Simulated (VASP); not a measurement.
A run of VASP 6.6.1 is set up as follows.

File INCAR:

```
PREC = Accurate
ENCUT = 520
EDIFF = 1E-6
ISMEAR = -1
SIGMA = 0.1
LREAL = F
LASPH = T
NELM = 60
ALGO = Normal
ISIF = 2
LWAVE = F
LCHARG = T
LDIPOL = T
IDIPOL = 3
DIPOL = 0.5 0.5 0.500
GGA = PE
LELF = T
LVHAR = T
LVACPOTAV = T
NBANDS = 28
EFIELD = 0.05
```

Contents of KPOINTS:

```
Automatic mesh
0
Gamma
  7 7 1
```

The input POSCAR:

```
W
1.0
    2.8708540000      0.0000000000      0.0000000000
    1.4354270000      2.4862324946      0.0000000000
    0.0000000000      0.0000000000     20.6880849507
W
3
Direct
    0.0000000000      0.0000000000      0.3866960146
    0.6666666667      0.6666666667      0.5000000000
    0.3333333333      0.3333333333      0.6133039854
```

Potentials or basis: VASP PAW PBE potentials, release 64 (W_sv).

Run with:

```console
$ cat potpaw_PBE.64/W_sv/POTCAR > POTCAR
$ mpirun -np 1 vasp_std > vasp.out
```

Question: Estimate the largest force.

Answer: 0.089 eV/Å.

Question: What does it give for the band gap on the k mesh?

Answer: Zero (band 21 reaches 0.87 eV, above the bottom of band 22 at -0.15 eV).

Forces in eV/Å, atoms in the order of the input:
```
W    0.000  0.000  0.089
W    0.000  0.000 -0.004
W    0.000  0.000 -0.084
```

Caveat: the k points lie up to 0.36 Å⁻¹ apart; spin-orbit coupling is left out, which moves the levels of the heavy elements.
